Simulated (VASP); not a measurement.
Input of a VASP 6.6.1 run:

The input INCAR:

```
SYSTEM = Ca3Lu
  ALGO = Normal
  EDIFF = 1E-6
  EDIFFG = -0.01
  ENCUT = 600
  GGA = PE
  IBRION = 2
  ISIF = 3
  ISMEAR = -1
  LASPH = .TRUE.
  LCHARG = .FALSE.
  LREAL = .FALSE.
  LWAVE = .FALSE.
  NELM = 80
  NSW = 60
  PREC = Accurate
  SIGMA = 0.05
```

Contents of KPOINTS:

```
k-points
0
G
  5 5 5
  0 0 0
```

Contents of POSCAR:

```
Ca3Lu
1.0
    5.3617750000      0.0000000000      0.0000000000
    0.0000000000      5.3617750000      0.0000000000
    0.0000000000      0.0000000000      5.3617750000
Lu Ca
1 3
Direct
    0.5000000000      0.5000000000      0.5000000000
    0.0000000000      0.0000000000      0.5000000000
    0.0000000000      0.5000000000      0.0000000000
    0.5000000000      0.0000000000      0.0000000000
```

Potentials or basis: VASP PAW PBE potentials, release 64 (Lu, Ca_sv).

Run with:

```bash
$ cat potpaw_PBE.64/Lu/POTCAR potpaw_PBE.64/Ca_sv/POTCAR > POTCAR
$ mpirun -np 1 vasp_std > vasp.out
```

Q: Predict the band gap on the k mesh.

A: Zero (an odd number of electrons rules out a gap without spin polarisation).

Final structure:
```yaml
crystal:
  lattice:
    - [5.36177, 0.00000, 0.00000]
    - [0.00000, 5.36177, 0.00000]
    - [0.00000, 0.00000, 5.36177]
  atoms:
    - { symbol: Lu, position: [0.50000, 0.50000, 0.50000] }
    - { symbol: Ca, position: [0.00000, 0.00000, 0.50000] }
    - { symbol: Ca, position: [0.00000, 0.50000, 0.00000] }
    - { symbol: Ca, position: [0.50000, 0.00000, 0.00000] }
```

Caveat: the relaxation stopped at its first step, so nothing moved; spin-orbit coupling is left out, which moves the levels of the heavy elements.
